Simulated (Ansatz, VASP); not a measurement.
## One calculation of Sc2Os, two programs

```
CELL_PARAMETERS angstrom
2.94467 0.00000 0.00000
0.00000 2.94467 0.00000
0.00000 0.00000 13.88233
ATOMIC_POSITIONS crystal
Sc 0.50000 0.00000 0.79563
Sc 0.00000 0.50000 0.59154
Sc 0.50000 0.00000 0.40846
Sc 0.00000 0.50000 0.20437
Os 0.50000 0.00000 0.05812
Os 0.00000 0.50000 0.94188
```

Alike in both runs: functional PBE; k mesh 12 × 12 × 4; occupations gaussian, width 0.1 eV; no spin polarisation.

Ansatz relaxed the structure, and its values are those at the end. VASP's run is a single point on that final structure, the one shown.

|  | VASP | Ansatz |
| --- | --- | --- |
| version | VASP 6.6.1 | Ansatz 0.2.0 |
| potentials or method | VASP PAW PBE potentials, release 64 (Sc_sv, Os), cutoff 520 eV | scalar-relativistic, plane waves, PAW |
| valence electrons in the cell | 60 | 76 |

```tsv
	VASP	Ansatz	Ansatz less VASP
gap on the k mesh at the Fermi level (eV)	none	none	-
pressure (GPa)	0.0	0.0	+0.04
rms of the force components (eV/Å)	0.007	0.001	-0.0058
```

A gap of «none» marks a metal or a gap that the smearing closes. With one functional, cell and mesh, what is left measures potentials, basis and numerics. VASP's potentials hold 60 valence electrons a cell and Ansatz's 76, so a difference there can come from the potentials and not from the codes.

Neither program's run includes spin-orbit coupling.
